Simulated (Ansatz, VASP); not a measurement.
Mg in VASP and in Ansatz

```xyz
6
Lattice="5.4691 -0.3040 0.1154 -2.4284 5.6637 0.4165 2.5386 -1.8860 4.4773" Properties=species:S:1:pos:R:3 pbc="T T T"
Mg   -0.7323    3.1707    0.7147
Mg    1.9364    2.4397    2.2463
Mg    5.3310   -1.3874    4.3021
Mg   -0.0071    0.0734    1.2399
Mg    2.6612   -0.6565    2.7717
Mg    4.6068    1.7106    3.7762
```

Alike in both runs: functional PBE; k mesh 4 × 4 × 4; occupations gaussian, width 0.1 eV; no spin polarisation.

Ansatz relaxed the structure, and its values are those at the end. VASP's run is a single point on that final structure, the one shown.

|  | VASP | Ansatz |
| --- | --- | --- |
| version | VASP 6.6.1 | Ansatz 0.2.0 |
| potentials or method | VASP PAW PBE potentials, release 64 (Mg), cutoff 520 eV | scalar-relativistic, plane waves, PAW |
| valence electrons in the cell | 12 | 60 |

|  | VASP | Ansatz | Ansatz less VASP |
| --- | --- | --- | --- |
| gap on the k mesh at the Fermi level (eV) | none | none | - |
| pressure (GPa) | -0.1 | 0.0 | +0.12 |

A gap of «none» marks a metal or a gap that the smearing closes. VASP's potentials hold 12 valence electrons a cell and Ansatz's 60, so a difference there can come from the potentials and not from the codes.
